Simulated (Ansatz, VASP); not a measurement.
NaI in VASP and in Ansatz

File POSCAR:

```
NaI
1.0
    0.0000000000      3.3117554472      3.1956776307
    3.3117554472      0.0000000000      3.1956776307
    3.3117554472      3.3117554472      0.0000000000
Na I
1 1
Direct
    0.0000000000      0.0000000000      0.0000000000
    0.5000000000      0.5000000000      0.5000000000
```

INCAR.step1

```
PREC = Accurate ; ENCUT = 520
ISMEAR = 0 ; SIGMA = 0.01
LREAL = F ; LASPH = T
NELM = 60 ; NBANDS = 14
GGA = PE ; ALGO = Normal
EDIFF = 1E-4 ; LWAVE = T
LCHARG = F
```

The input INCAR.step2:

```
PREC = Accurate ; ENCUT = 520
EDIFF = 1E-7 ; ISMEAR = 0
SIGMA = 0.01 ; LREAL = F
LASPH = T ; NELM = 60
ALGO = Normal ; ISIF = 2
LWAVE = F ; LCHARG = T
METAGGA = R2SCAN ; LMIXTAU = T
LELF = T ; LVHAR = T
NBANDS = 14 ; ISTART = 1
```

The input KPOINTS:

```
regular mesh
0
Gamma
  8 8 8
```

Input for Ansatz:

```yaml
crystal:
  lattice:
    - [0.0, 3.3117554472, 3.1956776307]
    - [3.3117554472, 0.0, 3.1956776307]
    - [3.3117554472, 3.3117554472, 0.0]
  atoms:
    - { symbol: Na, position: [0.0, 0.0, 0.0] }
    - { symbol: I, position: [0.5, 0.5, 0.5] }
kpoints:
  mp_grid: { grid: [8, 8, 8] }
  band_path:
    path:
      - [0.0, 0.0, 0.0]
      - [0.5, 0.0, 0.5]
      - [0.625, 0.25, 0.625]
      - [0.375, 0.375, 0.75]
      - [0.5, 0.5, 0.5]
      - [0.5, 0.25, 0.75]
    npoints: 1
hamiltonian:
  xc: r2scan
scf:
  occupations: { method: fixed }
  n_extra_bands: 4
output:
  forces: true
  stress: true
  eigenvalues: true
  write_density: true
  write_potential: true
  elf: true
  volumetric_format: npy
```

Change from the starting cell: epitaxial_xy strain +2.5%.

Alike in both runs: task single point; functional r2SCAN; k mesh 8 × 8 × 8; no spin polarisation.

|  | VASP | Ansatz |
| --- | --- | --- |
| version | VASP 6.6.1 | Ansatz 0.2.0 |
| potentials or method | VASP PAW PBE potentials, release 64 (Na_pv, I) | plane waves, PAW |
| plane-wave cutoff (eV) | 520 | 500 |
| occupations | gaussian, width 0.01 eV | fixed |
| valence electrons in the cell | 14 | 26 |

|  | VASP | Ansatz | Ansatz less VASP |
| --- | --- | --- | --- |
| gap on the k mesh at the Fermi level (eV) | 4.33 | 4.32 | -0.009 |
| pressure (GPa) | -0.7 | -0.6 | +0.09 |
| traceless stress, the component that is largest in VASP (GPa) | 0.60 | 0.56 | -0.038 |

VASP's potentials were made for PBE, not for r2SCAN. VASP's potentials hold 14 valence electrons a cell and Ansatz's 26, so a difference there can come from the potentials and not from the codes.

Neither program's run includes spin-orbit coupling.
